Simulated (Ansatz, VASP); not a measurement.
## Two plane-wave programs on Al

```
Al
1.0
     3.21264    3.21264    3.21264
    -3.21264   -3.21264    3.21264
     3.21264   -3.21264   -3.21264
Al
8
Direct
  0.85433 0.57284 0.42716
  0.00000 0.00000 0.50000
  0.00000 0.50000 0.00000
  0.00000 0.00000 0.00000
  0.50000 0.50000 0.50000
  0.50000 0.00000 0.50000
  0.50000 0.50000 0.00000
  0.50000 0.00000 0.00000
```

Alike in both runs: task single point; functional PBEsol; k mesh 10 × 10 × 10; occupations gaussian, width 0.15 eV; no spin polarisation.

|  | VASP | Ansatz |
| --- | --- | --- |
| version | VASP 6.6.1 | Ansatz 0.2.0 |
| potentials or method | VASP PAW PBE potentials, release 64 (Al), cutoff 520 eV | scalar-relativistic, plane waves, PAW |
| valence electrons in the cell | 24 | 24 |

```csv
,VASP,Ansatz,Ansatz less VASP
gap on the k mesh at the Fermi level (eV),none,none,-
pressure (GPa),10.9,10.8,-0.13
"traceless stress, the component that is largest in VASP (GPa)",5.96,5.94,-0.026
rms of the force components (eV/Å),2.578,2.564,-0.0138
```

VASP's potentials were made for PBE, not for PBEsol, and Ansatz warns of the same on its side. Atom by atom the forces differ by 0.014 eV/Å (rms over components). A gap of «none» marks a metal or a gap that the smearing closes.
